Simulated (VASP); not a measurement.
# HfC (Fm-3m) in VASP: a series of runs

Runs on HfC. Level: PBE. Tasks: single point.

Everything below comes from runs of VASP 6.6.1. Logs are shortened: lines on timing, memory, paths and dates and some standing lists are left out, and cuts for length are marked.

**1. The cell of the first run**

It takes space group Fm-3m (No. 225, cubic). The conventional cell has a = 4.511 Å, b = 4.511 Å, c = 4.511 Å, α = 90.00°, β = 90.00°, γ = 90.00°. Hf (site symmetry m-3m) has 6 C at 2.26 Å within 3.0 Å. C (site symmetry m-3m) has 6 Hf at 2.26 Å within 3.0 Å.

**2. Single point, PBE (strain -0.030 along x and y, -0.030 along z)**

INCAR

```
SYSTEM = HfC
ALGO     = Normal         ! electronic algorithm
EDIFF    = 1E-6           ! SCF threshold, eV
ENCUT    = 520            ! plane-wave cutoff, eV
GGA      = PE             ! functional
ISIF     = 2              ! what is computed and relaxed
ISMEAR   = 0              ! smearing method
LASPH    = .True.         ! aspherical terms in the spheres
LCHARG   = .False.        ! write CHGCAR
LREAL    = .False.        ! projectors in reciprocal space
LWAVE    = .False.        ! write WAVECAR
NBANDS   = 14             ! bands
NELM     = 60             ! most SCF steps
PREC     = Accurate       ! precision mode
SIGMA    = 0.15           ! smearing width, eV
```

KPOINTS

```
k-points
0
Gamma
  18 18 18
  0 0 0
```

POSCAR

```
HfC
1.0
    0.0000000000      2.2552500000      2.2552500000
    2.2552500000      0.0000000000      2.2552500000
    2.2552500000      2.2552500000      0.0000000000
Hf C
1 1
Direct
    0.5000000000      0.5000000000      0.5000000000
    0.0000000000      0.0000000000      0.0000000000
```

Potentials or basis: VASP PAW PBE potentials, release 64 (Hf_pv, C).

On the command line:

```
$ cat potpaw_PBE.64/Hf_pv/POTCAR potpaw_PBE.64/C/POTCAR > POTCAR
$ mpirun -np 1 vasp_std > vasp.out
```

OUTCAR:

```text
SYSTEM = HfC
   EDIFF = 1E-6
   ENCUT = 520
   GGA = PE
   ISIF = 2
   ISMEAR = 0
   LASPH = .True.
   LREAL = .False.
   NELM = 60
   PREC = Accurate

 ion  position               nearest neighbor table
   1  0.500  0.500  0.500-   2 2.26   2 2.26   2 2.26   2 2.26   2 2.26   2 2.26
   2  0.000  0.000  0.000-   1 2.26   1 2.26   1 2.26   1 2.26   1 2.26   1 2.26

  LATTYP: Found a face centered cubic cell.
 ALAT       =     4.5105000000

  Lattice vectors:

 A1 = (   0.0000000000,   2.2552500000,   2.2552500000)
 A2 = (   2.2552500000,   0.0000000000,   2.2552500000)
 A3 = (   2.2552500000,   2.2552500000,   0.0000000000)

Analysis of symmetry for initial positions (statically):
=====================================================================
 Subroutine PRICEL returns:
 Original cell was already a primitive cell.

 Routine SETGRP: Setting up the symmetry group for a
 face centered cubic supercell.

 Subroutine GETGRP returns: Found 48 space group operations
 (whereof 48 operations were pure point group operations)
 out of a pool of 48 trial point group operations.

The static configuration has the point symmetry O_h .

Analysis of symmetry for dynamics (positions and initial velocities):
=====================================================================
 Subroutine PRICEL returns:
 Original cell was already a primitive cell.

 Routine SETGRP: Setting up the symmetry group for a
 face centered cubic supercell.

 Subroutine GETGRP returns: Found 48 space group operations
 (whereof 48 operations were pure point group operations)
 out of a pool of 48 trial point group operations.

The dynamic configuration has the point symmetry O_h .

 Subroutine INISYM returns: Found 48 space group operations
 (whereof 48 operations are pure point group operations),
 and found     1 'primitive' translations

----------------------------------------------------------------------------------------

                                     Primitive cell

  volume of cell :      22.9411

  direct lattice vectors                    reciprocal lattice vectors
     0.000000000  2.255250000  2.255250000    -0.221704911  0.221704911  0.221704911
     2.255250000  0.000000000  2.255250000     0.221704911 -0.221704911  0.221704911
     2.255250000  2.255250000  0.000000000     0.221704911  0.221704911 -0.221704911

  length of vectors
     3.189405137  3.189405137  3.189405137     0.384004170  0.384004170  0.384004170

  position of ions in fractional coordinates (direct lattice)
     0.500000000  0.500000000  0.500000000
     0.000000000  0.000000000  0.000000000

  ion indices of the primitive-cell ions
   primitive index   ion index
                 1           1
                 2           2

----------------------------------------------------------------------------------------

 KPOINTS: k-points

Automatic generation of k-mesh.
 Grid dimensions read from file:
 generate k-points for:   18   18   18

 Generating k-lattice:

  Cartesian coordinates                     Fractional coordinates (reciprocal lattice)
    -0.012316939  0.012316939  0.012316939     0.055555556  0.000000000  0.000000000
     0.012316939 -0.012316939  0.012316939     0.000000000  0.055555556  0.000000000
     0.012316939  0.012316939 -0.012316939     0.000000000  0.000000000  0.055555556

  Length of vectors
     0.021333565  0.021333565  0.021333565

  Shift w.r.t. Gamma in fractional coordinates (k-lattice)
     0.000000000  0.000000000  0.000000000

 Subroutine IBZKPT returns following result:
 ===========================================

 Found    195 irreducible k-points:

 Following reciprocal coordinates:
            Coordinates               Weight
  0.000000  0.000000  0.000000      1.000000
  0.055556  0.000000  0.000000      8.000000
  0.111111  0.000000  0.000000      8.000000
  0.166667  0.000000  0.000000      8.000000
  0.222222  0.000000  0.000000      8.000000
  0.277778  0.000000  0.000000      8.000000
[... 16 lines left out ...]
 -0.277778  0.055556  0.000000     24.000000
 -0.222222  0.055556  0.000000     24.000000
 [... further k-points ...]
   k-points           NKPTS =    195   k-points in BZ     NKDIM =    195   number of bands    NBANDS=     14
   number of dos      NEDOS =    301   number of ions     NIONS =      2
   total plane-waves  NPLWV =  13824
   dimension x,y,z NGX =    24 NGY =   24 NGZ =   24
   dimension x,y,z NGXF=    48 NGYF=   48 NGZF=   48
   ions per type =               1   1
   NGX,Y,Z   is equivalent  to a cutoff of  12.51, 12.51, 12.51 a.u.
   NGXF,Y,Z  is equivalent  to a cutoff of  25.02, 25.02, 25.02 a.u.
 SYSTEM =  HfC
   PREC   = accura    normal or accurate (medium, high low for compatibility)
   ISTART =      0    job   : 0-new  1-cont  2-samecut
   ICHARG =      2    charge: 1-file 2-atom 10-const
   ISPIN  =      1    spin polarized calculation?
   LNONCOLLINEAR =      F non collinear calculations
   LSORBIT =      F    spin-orbit coupling
   LASPH  =      T    aspherical Exc in radial PAW
   ENCUT  =  520.0 eV  38.22 Ry    6.18 a.u.   5.93  5.93  5.93*2*pi/ulx,y,z
   NELM   =     60;   NELMIN=  2; NELMDL= -5     # of ELM steps
   EDIFF  = 0.1E-05   stopping-criterion for ELM
   LREAL  =      F    real-space projection
   EDIFFG = 0.1E-04   stopping-criterion for IOM
   NSW    =      0    number of steps for IOM
   IBRION =     -1    ionic relax: 0-MD 1-quasi-New 2-CG
   NFREE  =      0    steps in history (QN), initial steepest desc. (CG)
   ISIF   =      2    stress and relaxation
   ISYM   =      2    0-nonsym 1-usesym 2-fastsym
   POTIM  = 0.5000    time-step for ionic-motion
   TEBEG  =    0.0;   TEEND  =   0.0 temperature during run
   PSTRESS=    0.0 pullay stress
   NELECT =      14.0000    total number of electrons
   NUPDOWN=      -1.0000    fix difference up-down
   EMIN   =  10.00;   EMAX   =-10.00  energy-range for DOS
   EFERMI =   0.00;   METHOD = LEGACY
   ISMEAR =     0;   SIGMA  =   0.15  broadening in eV -4-tet -1-fermi 0-gaus
   EFERMI_NEDOS =   21; number of points for ismear=-14 and -15
   IALGO  =     38    algorithm
   IMIX   =      4    mixing-type and parameters
     AMIX     =   0.40;   BMIX     =  1.00
     AMIX_MAG =   1.60;   BMIX_MAG =  1.00
  volume/ion in A,a.u.               =      11.47        77.41
  Fermi-wavevector in a.u.,A,eV,Ry     =   1.388607  2.624088 26.235170  1.928231
  Thomas-Fermi vector in A             =   2.512717
   LORBIT       =      0    0 simple, 1 ext, 2 COOP (PROOUT), +10 PAW based schemes
   GGA     = PE    functional components
   LHFCALC =     F    Hartree Fock is set to
   AEXX    =    0.0000 exact exchange contribution
   IVDW    =     0    specifies the selected vdW correction
   LEPSILON=     F    determine dielectric tensor
   LRPA    =     F    only Hartree local field effects (RPA)
 non-spin polarized calculation
 Gauss-broadening in eV      SIGMA  =   0.15
  energy-cutoff  :      520.00
  volume of cell :       22.94
 maximum number of plane-waves:       636
   NGX = 11   NGY = 11   NGZ = 11

 number of electron      13.9999999 magnetization

 Free energy of the ion-electron system (eV)
  ---------------------------------------------------
  ext. energy  EPLUGINS =         0.00000000
  ---------------------------------------------------
  free energy    TOTEN  =       -20.88708073 eV

  energy without entropy =      -20.88385475  energy(sigma->0) =      -20.88546774

 E-fermi :   6.6796     XC(G=0): -12.7439

 val. band max:        6.6762899263   @ k =   0.4444   0.3889   0.0000
 cond. band min:       6.6895999314   @ k =   0.5000   0.5000   0.0000
 fundamental gap:      0.0133100052
 Fermi energy:         6.6796193417

 k-point     1 :       0.0000    0.0000    0.0000
  band No.  band energies     occupation
      1     -22.4464      2.00000
      2     -22.4464      2.00000
      3     -22.4464      2.00000
      4      -6.0937      2.00000
      5       7.7269      0.00000
      6       7.7269      0.00000
      7       7.7269      0.00000
      8       8.0873      0.00000
      9       8.0873      0.00000
     10       8.0873      0.00000
     11      10.3552      0.00000
     12      10.3552      0.00000
     13      14.6263      0.00000
     14      17.9455      0.00000

 k-point     2 :       0.0556    0.0000    0.0000
  band No.  band energies     occupation
      1     -22.4779      2.00000
      2     -22.4492      2.00000
      3     -22.4492      2.00000
      4      -6.0032      2.00000
      5       7.0326      0.00088
      6       7.2515      0.00000
      7       7.2515      0.00000
      8       8.3003      0.00000
      9       8.3003      0.00000
     10       8.5854      0.00000
     11      10.7984      0.00000
     12      10.7984      0.00000
     13      14.7986      0.00000
     14      18.1946      0.00000

 k-point     3 :       0.1111    0.0000    0.0000
  band No.  band energies     occupation
      1     -22.5673      2.00000
      2     -22.4573      2.00000
      3     -22.4573      2.00000
      4      -5.7384      2.00000
      5       6.0595      2.00000
      6       6.4829      1.93640
      7       6.4829      1.93640
      8       8.6126      0.00000
      9       8.6126      0.00000
     10       9.0355      0.00000
     11      11.7906      0.00000
     12      11.7906      0.00000
     13      15.2633      0.00000
     14      18.9016      0.00000
[... 324 lines left out ...]
 k-point    23 :      -0.2778    0.0556    0.0000
  band No.  band energies     occupation
      1     -23.0750      2.00000
      2     -22.5404      2.00000
      3     -22.4941      2.00000
      4      -3.8669      2.00000
      5       2.6096      2.00000
      6       4.1301      2.00000
      7       4.4223      2.00000
      8      10.1346      0.00000
      9      10.1736      0.00000
     10      11.2786      0.00000
     11      15.1741      0.00000
     12      16.7493      0.00000
     13      16.9277      0.00000
     14      20.9545      0.00000

 k-point    24 :      -0.2222    0.0556    0.0000
  band No.  band energies     occupation
      1     -22.9180      2.00000
      2     -22.5238      2.00000
      3     -22.4774      2.00000
      4      -4.5143      2.00000
      5       3.5547      2.00000
      6       4.6294      2.00000
      7       4.9587      2.00000
      8       9.4873      0.00000
      9       9.7258      0.00000
     10      10.5743      0.00000
     11      13.9303      0.00000
     12      15.4655      0.00000
     13      16.7995      0.00000
     14      20.9639      0.00000

 [... further k-points ...]
[... 5 lines left out ...]
  --------------------------------------------------------------------------------------
  -------------------------------------------------------------------------------------
  Total        3.6766367      3.6766367      3.6766367      0.0000000     -0.0000000     -0.0000000
  in kB      256.7717460    256.7717460    256.7717460      0.0000000     -0.0000000     -0.0000000
  external PRESSURE =     256.7717460 kB  Pullay stress =       0.0000000 kB

 VOLUME and BASIS-vectors are now :
 -----------------------------------------------------------------------------
  energy-cutoff  :      520.00
  volume of cell :       22.94
      direct lattice vectors                 reciprocal lattice vectors
     0.000000000  2.255250000  2.255250000    -0.221704911  0.221704911  0.221704911
     2.255250000  0.000000000  2.255250000     0.221704911 -0.221704911  0.221704911
     2.255250000  2.255250000  0.000000000     0.221704911  0.221704911 -0.221704911

 POSITION                                       TOTAL-FORCE (eV/Angst)
 -----------------------------------------------------------------------------------
      2.25525      2.25525      2.25525         0.000000      0.000000      0.000000
      0.00000      0.00000      0.00000        -0.000000     -0.000000     -0.000000
 -----------------------------------------------------------------------------------
    total drift:                                0.000000     -0.000000      0.000000

  FREE ENERGIE OF THE ION-ELECTRON SYSTEM (eV)
  ---------------------------------------------------
  free  energy   TOTEN  =       -20.8870807266 eV

  energy  without entropy=      -20.8838547493  energy(sigma->0) =      -20.88546774
```

It took 16 s on 1 thread of Intel Xeon 6975P-C (Granite Rapids), shared host; peak memory 0.19 GiB.

What came out:

- Free energy: -20.8871 eV
- Pressure: 25.7 GPa
- Band gap on the k mesh: zero (band 7 reaches 7.73 eV, above the bottom of band 8 at 6.26 eV)

Caveat: the cell differs from its parent crystal (strain -0.030 along x and y, -0.030 along z); spin-orbit coupling is left out, which moves the levels of the heavy elements.

**3. Single point, PBE (strain -0.015 along x and y, -0.015 along z)**

INCAR

```
SYSTEM = HfC
  PREC = Accurate
  ENCUT = 520
  EDIFF = 1E-6
  ISMEAR = 0
  SIGMA = 0.15
  LREAL = .FALSE.
  LASPH = .TRUE.
  NELM = 60
  ALGO = Normal
  ISIF = 2
  LWAVE = .FALSE.
  LCHARG = .FALSE.
  GGA = PE
  NBANDS = 14
```

KPOINTS

```
Automatic mesh
0
G
  18 18 18
  0 0 0
```

POSCAR

```
HfC
1.0
    0.0000000000      2.2901250000      2.2901250000
    2.2901250000      0.0000000000      2.2901250000
    2.2901250000      2.2901250000      0.0000000000
Hf C
1 1
Direct
    0.5000000000      0.5000000000      0.5000000000
    0.0000000000      0.0000000000      0.0000000000
```

Potentials or basis: VASP PAW PBE potentials, release 64 (Hf_pv, C).

On the command line:

```
$ cat potpaw_PBE.64/Hf_pv/POTCAR potpaw_PBE.64/C/POTCAR > POTCAR
$ mpirun -np 1 vasp_std > vasp.out
```

Run time: 17 s. Hardware: 1 thread of Intel Xeon 6975P-C (Granite Rapids), shared host; peak memory 0.19 GiB.

Results (log left out):

```yaml
Free_energy: -21.0107 eV
Pressure: 11.4 GPa
Band_gap_on_the_k_mesh: zero (band 7 reaches 7.33 eV, above the bottom of band 8 at 5.88 eV)
```

Levels at points of the mesh, in eV from the Fermi level:
```csv
k point,band 5,band 6,band 7,band 8,band 9,band 10
"(0.00, 0.00, 0.00)",1.03,1.03,1.03,1.41,1.41,1.41
"(0.50, 0.00, 0.00)",-6.34,-3.14,-3.14,5.59,5.59,6.08
"(0.50, 0.50, 0.00)",-2.53,-1.93,-0.04,-0.04,5.58,7.11
```

Caveat: the cell differs from its parent crystal (strain -0.015 along x and y, -0.015 along z); spin-orbit coupling is left out, which moves the levels of the heavy elements.

**4. Single point, PBE (strain +0.015 along x and y, +0.015 along z)**

INCAR

```
PREC = Accurate
ENCUT = 520
EDIFF = 1E-6
ISMEAR = 0
SIGMA = 0.15
LREAL = False
LASPH = True
NELM = 100
ALGO = Normal
ISIF = 2
LWAVE = False
LCHARG = True
GGA = PE
LELF = True
LVHAR = True
NBANDS = 14
```

KPOINTS

```
Automatic mesh
0
Gamma
  18 18 18
```

POSCAR

```
HfC
1.0
    0.0000000000      2.3598750000      2.3598750000
    2.3598750000      0.0000000000      2.3598750000
    2.3598750000      2.3598750000      0.0000000000
Hf C
1 1
Direct
    0.5000000000      0.5000000000      0.5000000000
    0.0000000000      0.0000000000      0.0000000000
```

On the command line:

```
$ cat potpaw_PBE.64/Hf_pv/POTCAR potpaw_PBE.64/C/POTCAR > POTCAR
$ mpirun -np 1 vasp_std > vasp.out
```

It took 34 s on 1 thread of Intel Xeon 6975P-C (Granite Rapids), shared host; peak memory 0.21 GiB.

It converged, with:

```yaml
Free_energy: -21.0086 eV
Pressure: -10.2 GPa
Band_gap_on_the_k_mesh: zero (band 7 reaches 6.59 eV, above the bottom of band 8 at 5.19 eV)
```

Levels at points of the mesh, in eV from the Fermi level:
| k point | band 5 | band 6 | band 7 | band 8 | band 9 | band 10 |
| --- | --- | --- | --- | --- | --- | --- |
| (0.00, 0.00, 0.00) | 0.98 | 0.98 | 0.98 | 1.38 | 1.38 | 1.38 |
| (0.50, 0.00, 0.00) | -5.94 | -2.83 | -2.83 | 5.06 | 5.06 | 5.50 |
| (0.50, 0.50, 0.00) | -2.62 | -1.62 | -0.14 | -0.14 | 5.05 | 6.38 |

Caveat: the cell differs from its parent crystal (strain +0.015 along x and y, +0.015 along z); spin-orbit coupling is left out, which moves the levels of the heavy elements.

**5. The runs side by side**

| cell | gap on the mesh (eV) | pressure (GPa) |
| --- | --- | --- |
| a = 3.189 Å, angles 60.0°, 2 atoms | none | 25.7 |
| a = 3.239 Å, angles 60.0°, 2 atoms | none | 11.4 |
| a = 3.337 Å, angles 60.0°, 2 atoms | none | -10.2 |

Alike in all rows: task single point; level PBE; potentials or basis VASP PAW PBE potentials, release 64 (Hf_pv, C); no spin polarisation; k mesh 18 × 18 × 18; cutoff (eV) 520; smearing gaussian 0.15 eV.

Caveats: spin-orbit coupling is left out, which moves the levels of the heavy elements.

Absolute energies hang on the potentials; compare differences alone.
